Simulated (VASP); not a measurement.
Runs of VASP 6.6.1 on TiH. The structure is that of space group Fm-3m (No. 225), or close to it. The cells are those of the table. 

| cell | gap on the mesh (eV) | pressure (GPa) |
| --- | --- | --- |
| a = 2.895 Å, angles 60.0°, 2 atoms | none | (b) |
| a = 2.955 Å, angles 60.0°, 2 atoms | none | -3.7 |
| a = 2.925 Å, angles 60.0°, 2 atoms | none | (a) |
| a = 2.985 Å, angles 60.0°, 2 atoms | none | -7.6 |
| a = 3.013 Å, angles 60.0°, 2 atoms | none | -10.8 |

Alike in all rows: task single point; level PBEsol; potentials or basis VASP PAW PBE potentials, release 64 (Ti_sv, H); no spin polarisation; k mesh 12 × 12 × 12; cutoff (eV) 520; smearing fermi-dirac 0.05 eV.

Estimate the missing entries.

(a) 0.7; (b) 5.8.

Caveats: the PAW data sets were made with another functional, which shifts forces and pressure a little.

A gap of «none» marks levels without a gap at the run's occupations.
